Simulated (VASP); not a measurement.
# C (P6_3/mmc) in VASP: notebook

Runs on C. Level: PBE. Tasks: relaxation of shape and atoms at fixed volume.

Everything below comes from runs of VASP 6.6.1. Logs are shortened: lines on timing, memory, paths and dates and some standing lists are left out, and cuts for length are marked.

## 1. The cell of the first run

The structure is hexagonal, space group P6_3/mmc (No. 194). The conventional cell has a = 2.543 Å, b = 2.543 Å, c = 8.387 Å, α = 90.00°, β = 90.00°, γ = 120.00°. C (site symmetry 3m) has 4 C at 1.56 Å within 2.1 Å. Within 2.1 Å of C (site symmetry 3m) lie 4 C at 1.56 to 1.58 Å.

## 2. Relaxation of shape and atoms at fixed volume, PBE (5.87 Å³/atom)

Input file INCAR:

```
PREC = Accurate
ENCUT = 600
EDIFF = 1E-6
ISMEAR = 0
SIGMA = 0.02
LREAL = F
LASPH = T
NELM = 100
ALGO = Normal
ISIF = 4
LWAVE = F
LCHARG = F
GGA = PE
IBRION = 2
NSW = 50
EDIFFG = -0.01
```

Input file KPOINTS:

```
Automatic mesh
0
Gamma
  12 12 4
```

Input file POSCAR:

```
C
1.0
    2.5429509866      0.0000000000      0.0000000000
   -1.2714754933      2.2022601550      0.0000000000
    0.0000000000      0.0000000000      8.3868171626
C
8
Direct
    0.0000000000      0.0000000000      0.0929681645
    0.0000000000      0.0000000000      0.5929681645
    0.0000000000      0.0000000000      0.4070318355
    0.0000000000      0.0000000000      0.9070318355
    0.3333333333      0.6666666667      0.1555285626
    0.6666666667      0.3333333333      0.6555285626
    0.3333333333      0.6666666667      0.3444714374
    0.6666666667      0.3333333333      0.8444714374
```

Potentials or basis: VASP PAW PBE potentials, release 64 (C).

The run is started by

```sh
cat potpaw_PBE.64/C/POTCAR > POTCAR
mpirun -np 1 vasp_std > vasp.out
```

OUTCAR:

```text
PREC = Accurate
   ENCUT = 600
   EDIFF = 1E-6
   ISMEAR = 0
   LREAL = F
   LASPH = T
   NELM = 100
   ISIF = 4
   GGA = PE
   IBRION = 2
   NSW = 50
   EDIFFG = -0.01

 ion  position               nearest neighbor table
   1  0.000  0.000  0.093-   5 1.56   5 1.56   5 1.56   4 1.56
   2  0.000  0.000  0.593-   6 1.56   6 1.56   6 1.56   3 1.56
   3  0.000  0.000  0.407-   7 1.56   7 1.56   7 1.56   2 1.56
   4  0.000  0.000  0.907-   8 1.56   8 1.56   8 1.56   1 1.56
   5  0.333  0.667  0.156-   1 1.56   1 1.56   1 1.56   7 1.58
   6  0.667  0.333  0.656-   2 1.56   2 1.56   2 1.56   8 1.58
   7  0.333  0.667  0.344-   3 1.56   3 1.56   3 1.56   5 1.58
   8  0.667  0.333  0.844-   4 1.56   4 1.56   4 1.56   6 1.58

  LATTYP: Found a hexagonal cell.
 ALAT       =     2.5429509866
 C/A-ratio  =     3.2980648101

  Lattice vectors:

 A1 = (   2.5429509866,   0.0000000000,   0.0000000000)
 A2 = (  -1.2714754933,   2.2022601550,   0.0000000000)
 A3 = (   0.0000000000,   0.0000000000,   8.3868171626)

Analysis of symmetry for initial positions (statically):
=====================================================================
 Subroutine PRICEL returns:
 Original cell was already a primitive cell.

 Routine SETGRP: Setting up the symmetry group for a
 hexagonal supercell.

 Subroutine GETGRP returns: Found 24 space group operations
 (whereof 12 operations were pure point group operations)
 out of a pool of 24 trial point group operations.

The static configuration has the point symmetry D_3d.
 The point group associated with its full space group is D_6h.

Analysis of symmetry for dynamics (positions and initial velocities):
=====================================================================
 Subroutine PRICEL returns:
 Original cell was already a primitive cell.

 Routine SETGRP: Setting up the symmetry group for a
 hexagonal supercell.

 Subroutine GETGRP returns: Found 24 space group operations
 (whereof 12 operations were pure point group operations)
 out of a pool of 24 trial point group operations.

The dynamic configuration has the point symmetry D_3d.
 The point group associated with its full space group is D_6h.

 Subroutine INISYM returns: Found 24 space group operations
 (whereof 12 operations are pure point group operations),
 and found     1 'primitive' translations

----------------------------------------------------------------------------------------

                                     Primitive cell

  volume of cell :      46.9682

  direct lattice vectors                    reciprocal lattice vectors
     2.542950987  0.000000000  0.000000000     0.393243914  0.227039480  0.000000000
    -1.271475493  2.202260155  0.000000000     0.000000000  0.454078960  0.000000000
     0.000000000  0.000000000  8.386817163     0.000000000  0.000000000  0.119234744

  length of vectors
     2.542950987  2.542950987  8.386817163     0.454078960  0.454078960  0.119234744

  position of ions in fractional coordinates (direct lattice)
     0.000000000  0.000000000  0.092968165
     0.000000000  0.000000000  0.592968165
     0.000000000  0.000000000  0.407031835
     0.000000000  0.000000000  0.907031835
     0.333333333  0.666666667  0.155528563
     0.666666667  0.333333333  0.655528563
     0.333333333  0.666666667  0.344471437
     0.666666667  0.333333333  0.844471437

  ion indices of the primitive-cell ions
   primitive index   ion index
                 1           1
                 2           2
                 3           3
                 4           4
                 5           5
                 6           6
                 7           7
                 8           8

----------------------------------------------------------------------------------------

 KPOINTS: Automatic mesh

Automatic generation of k-mesh.
 Grid dimensions read from file:
 generate k-points for:   12   12    4

 Generating k-lattice:

  Cartesian coordinates                     Fractional coordinates (reciprocal lattice)
     0.032770326  0.018919957  0.000000000     0.083333333  0.000000000  0.000000000
     0.000000000  0.037839913  0.000000000     0.000000000  0.083333333  0.000000000
     0.000000000  0.000000000  0.029808686     0.000000000  0.000000000  0.250000000

  Length of vectors
     0.037839913  0.037839913  0.029808686

  Shift w.r.t. Gamma in fractional coordinates (k-lattice)
     0.000000000  0.000000000  0.000000000

 Subroutine IBZKPT returns following result:
 ===========================================

 Found     57 irreducible k-points:

 Following reciprocal coordinates:
            Coordinates               Weight
  0.000000  0.000000  0.000000      1.000000
  0.083333  0.000000  0.000000      6.000000
  0.166667  0.000000  0.000000      6.000000
  0.250000 -0.000000  0.000000      6.000000
  0.333333  0.000000  0.000000      6.000000
  0.416667  0.000000  0.000000      6.000000
[... 16 lines left out ...]
  0.250000 -0.000000  0.250000     12.000000
  0.333333  0.000000  0.250000     12.000000
 [... further k-points ...]
   k-points           NKPTS =     57   k-points in BZ     NKDIM =     57   number of bands    NBANDS=     21
   number of dos      NEDOS =    301   number of ions     NIONS =      8
   total plane-waves  NPLWV =  28000
   dimension x,y,z NGX =    20 NGY =   20 NGZ =   70
   dimension x,y,z NGXF=    40 NGYF=   40 NGZF=  140
   ions per type =               8
   NGX,Y,Z   is equivalent  to a cutoff of  13.08, 13.08, 13.88 a.u.
   NGXF,Y,Z  is equivalent  to a cutoff of  26.15, 26.15, 27.75 a.u.
 SYSTEM =  unknown system
   PREC   = accura    normal or accurate (medium, high low for compatibility)
   ISTART =      0    job   : 0-new  1-cont  2-samecut
   ICHARG =      2    charge: 1-file 2-atom 10-const
   ISPIN  =      1    spin polarized calculation?
   LNONCOLLINEAR =      F non collinear calculations
   LSORBIT =      F    spin-orbit coupling
   LASPH  =      T    aspherical Exc in radial PAW
   ENCUT  =  600.0 eV  44.10 Ry    6.64 a.u.   5.08  5.08 16.75*2*pi/ulx,y,z
   NELM   =    100;   NELMIN=  2; NELMDL= -5     # of ELM steps
   EDIFF  = 0.1E-05   stopping-criterion for ELM
   LREAL  =      F    real-space projection
   EDIFFG = -.1E-01   stopping-criterion for IOM
   NSW    =     50    number of steps for IOM
   IBRION =      2    ionic relax: 0-MD 1-quasi-New 2-CG
   NFREE  =      1    steps in history (QN), initial steepest desc. (CG)
   ISIF   =      4    stress and relaxation
   ISYM   =      2    0-nonsym 1-usesym 2-fastsym
   POTIM  = 0.5000    time-step for ionic-motion
   TEBEG  =    0.0;   TEEND  =   0.0 temperature during run
   PSTRESS=    0.0 pullay stress
   NELECT =      32.0000    total number of electrons
   NUPDOWN=      -1.0000    fix difference up-down
   EMIN   =  10.00;   EMAX   =-10.00  energy-range for DOS
   EFERMI =   0.00;   METHOD = LEGACY
   ISMEAR =     0;   SIGMA  =   0.02  broadening in eV -4-tet -1-fermi 0-gaus
   EFERMI_NEDOS =   21; number of points for ismear=-14 and -15
   IALGO  =     38    algorithm
   IMIX   =      4    mixing-type and parameters
     AMIX     =   0.40;   BMIX     =  1.00
     AMIX_MAG =   1.60;   BMIX_MAG =  1.00
  volume/ion in A,a.u.               =       5.87        39.62
  Fermi-wavevector in a.u.,A,eV,Ry     =   1.440534  2.722215 28.233976  2.075139
  Thomas-Fermi vector in A             =   2.559267
   LORBIT       =      0    0 simple, 1 ext, 2 COOP (PROOUT), +10 PAW based schemes
   GGA     = PE    functional components
   LHFCALC =     F    Hartree Fock is set to
   AEXX    =    0.0000 exact exchange contribution
   IVDW    =     0    specifies the selected vdW correction
   LEPSILON=     F    determine dielectric tensor
   LRPA    =     F    only Hartree local field effects (RPA)
 conjugate gradient relaxation of ions
 non-spin polarized calculation
 Gauss-broadening in eV      SIGMA  =   0.02
  energy-cutoff  :      600.00
  volume of cell :       46.97
 maximum number of plane-waves:      1590
   NGX = 11   NGY = 11   NGZ = 33

--------------------------------------- Ionic step        1  -------------------------------------------

 number of electron      31.9999998 magnetization

 Free energy of the ion-electron system (eV)
  ---------------------------------------------------
  ext. energy  EPLUGINS =         0.00000000
  ---------------------------------------------------
  free energy    TOTEN  =       -72.64082446 eV

  energy without entropy =      -72.64082446  energy(sigma->0) =      -72.64082446

------------------------ aborting loop because EDIFF is reached ----------------------------------------

  FORCE on cell =-STRESS in cart. coord.  units (eV):
  Direction    XX          YY          ZZ          XY          YZ          ZX
  --------------------------------------------------------------------------------------
  -------------------------------------------------------------------------------------
  Total       -3.5648050     -3.5648050     -3.6001625      0.0000000      0.0000000      0.0000000
  in kB     -121.6025215   -121.6025215   -122.8086339      0.0000000      0.0000000      0.0000000
  external PRESSURE =    -122.0045590 kB  Pullay stress =       0.0000000 kB
[... 69 lines left out ...]
  energy  without entropy=      -72.6407680671  energy(sigma->0) =      -72.64076807

--------------------------------------- Ionic step        3  -------------------------------------------

 number of electron      31.9999998 magnetization

 Free energy of the ion-electron system (eV)
  ---------------------------------------------------
  ext. energy  EPLUGINS =         0.00000000
  ---------------------------------------------------
  free energy    TOTEN  =       -72.64084186 eV

  energy without entropy =      -72.64084186  energy(sigma->0) =      -72.64084186

 E-fermi :   9.4570     XC(G=0): -13.0763

 val. band max:        9.3541605272   @ k =   0.0000   0.0000   0.0000
 cond. band min:      13.8184992905   @ k =   0.4167   0.0000   0.0000
 fundamental gap:      4.4643387633
 Fermi energy:         9.4569592803

 k-point     1 :       0.0000    0.0000    0.0000
  band No.  band energies     occupation
      1     -11.7968      2.00000
      2     -10.1956      2.00000
      3     -10.0913      2.00000
      4      -6.3193      2.00000
      5      -3.7664      2.00000
      6       2.6839      2.00000
[... 550 lines left out ...]
      5      -1.6106      2.00000
      6      -0.5746      2.00000
[... 13 lines left out ...]
     20      16.6998      0.00000
     21      17.2137      0.00000

 [... further k-points ...]

------------------------ aborting loop because EDIFF is reached ----------------------------------------

  FORCE on cell =-STRESS in cart. coord.  units (eV):
  Direction    XX          YY          ZZ          XY          YZ          ZX
  --------------------------------------------------------------------------------------
  -------------------------------------------------------------------------------------
  Total       -3.5707014     -3.5707014     -3.5853410      0.0000000      0.0000000      0.0000000
  in kB     -121.8036585   -121.8036585   -122.3030418      0.0000000      0.0000000      0.0000000
  external PRESSURE =    -121.9701196 kB  Pullay stress =       0.0000000 kB
[... 23 lines left out ...]
  FREE ENERGIE OF THE ION-ELECTRON SYSTEM (eV)
  ---------------------------------------------------
  free  energy   TOTEN  =       -72.6408418625 eV

  energy  without entropy=      -72.6408418625  energy(sigma->0) =      -72.64084186

 reached required accuracy - stopping structural energy minimisation
```

Wall time 49 s (1 thread of AMD EPYC 9R45 (Zen 5), shared host); peak memory 0.16 GiB.

Results:

```yaml
Free_energy: -72.6408 eV
Energy_gained_by_relaxing: 0.0 meV/atom
Ionic_steps: 3
Pressure_after_relaxing: -12.2 GPa
Band_gap_on_the_k_mesh: 4.46 eV (least direct gap 5.23 eV)
```

Forces in eV/Å, atoms in the order of the input:
```
C    0.000  0.000 -0.003
C    0.000  0.000 -0.003
C    0.000  0.000  0.003
C    0.000  0.000  0.003
C    0.000  0.000 -0.001
C    0.000  0.000 -0.001
C    0.000  0.000  0.001
C    0.000  0.000  0.001
```

Final structure:
```xyz
8
Lattice="2.5430 0.0000 0.0000 -1.2715 2.2023 0.0000 0.0000 0.0000 8.3864" Properties=species:S:1:pos:R:3 pbc="T T T"
C    -1.2715    2.2023    0.7798
C     0.0000    0.0000    4.9731
C     0.0000    0.0000    3.4134
C     0.0000    0.0000    7.6066
C     0.0000    1.4682    1.3040
C     1.2715    0.7341    5.4972
C     0.0000    1.4682    2.8892
C     1.2715    0.7341    7.0824
```

A k mesh can miss the band edges.

## 3. Relaxation of shape and atoms at fixed volume, PBE (6.04 Å³/atom)

This run uses another cell than the first one, of 6.04 Å³/atom.

INCAR: that of step 2 with these lines changed.

```diff
@@ -2,3 +2,3 @@
 ENCUT = 600
-EDIFF = 1E-6
+EDIFF = 1E-7
 ISMEAR = 0
@@ -7,3 +7,3 @@
 LASPH = T
-NELM = 100
+NELM = 80
 ALGO = Normal
```

Input file KPOINTS:

```
regular mesh
0
Gamma
  12 12 4
```

Input file POSCAR:

```
C
1.0
    2.5675577443      0.0000000000      0.0000000000
   -1.2837788722      2.2235702323      0.0000000000
    0.0000000000      0.0000000000      8.4664501504
C
8
Direct
    0.0000000000      0.0000000000      0.0929774681
    0.0000000000      0.0000000000      0.5929774681
    0.0000000000      0.0000000000      0.4070225319
    0.0000000000      0.0000000000      0.9070225319
    0.3333333333      0.6666666667      0.1554855704
    0.6666666667      0.3333333333      0.6554855704
    0.3333333333      0.6666666667      0.3445144296
    0.6666666667      0.3333333333      0.8445144296
```

Potentials or basis: VASP PAW PBE potentials, release 64 (C).

The run is started by

```sh
cat potpaw_PBE.64/C/POTCAR > POTCAR
mpirun -np 1 vasp_std > vasp.out
```

It took 77 s on 1 thread of AMD EPYC 9R45 (Zen 5), shared host; peak memory 0.18 GiB.

The run converged. Its results:

```
Free energy                  : -72.4955 eV
Energy gained by relaxing    : 0.0 meV/atom
Ionic steps                  : 3
Pressure after relaxing      : -22.8 GPa
Largest force after relaxing : 0.004 eV/Å
Band gap on the k mesh       : 4.40 eV (least direct gap 5.18 eV)
```

Forces in eV/Å, atoms in the order of the input:
```
C    0.000  0.000 -0.004
C    0.000  0.000 -0.004
C    0.000  0.000  0.004
C    0.000  0.000  0.004
C    0.000  0.000 -0.002
C    0.000  0.000 -0.002
C    0.000  0.000  0.002
C    0.000  0.000  0.002
```

Final structure:
```yaml
crystal:
  lattice:
    - [2.56755, 0.00000, 0.00000]
    - [-1.28377, 2.22356, 0.00000]
    - [0.00000, 0.00000, 8.46652]
  atoms:
    - { symbol: C, position: [0.00000, 0.00000, 0.09300] }
    - { symbol: C, position: [0.00000, 0.00000, 0.59300] }
    - { symbol: C, position: [0.00000, 0.00000, 0.40700] }
    - { symbol: C, position: [0.00000, 0.00000, 0.90700] }
    - { symbol: C, position: [0.33333, 0.66667, 0.15544] }
    - { symbol: C, position: [0.66667, 0.33333, 0.65544] }
    - { symbol: C, position: [0.33333, 0.66667, 0.34456] }
    - { symbol: C, position: [0.66667, 0.33333, 0.84456] }
```

Levels at points of the mesh, in eV from the valence-band top:
| k point | band 12 | band 13 | band 14 | band 15 | band 16 | band 17 | band 18 | band 19 | band 20 | band 21 |
| --- | --- | --- | --- | --- | --- | --- | --- | --- | --- | --- |
| (0.00, 0.00, 0.00) | -1.62 | -1.62 | -0.17 | 0.00 | 0.00 | 5.18 | 5.18 | 5.30 | 6.91 | 6.91 |
| (0.50, 0.00, 0.00) | -4.72 | -4.63 | -4.41 | -3.43 | -2.79 | 4.47 | 5.37 | 5.82 | 5.87 | 6.29 |
| (0.00, 0.00, 0.50) | -2.47 | -0.60 | -0.60 | -0.60 | -0.60 | 5.90 | 5.90 | 5.90 | 5.90 | 6.41 |
| (0.50, 0.00, 0.50) | -5.63 | -4.44 | -4.44 | -3.44 | -3.44 | 4.80 | 4.80 | 6.80 | 6.80 | 7.30 |
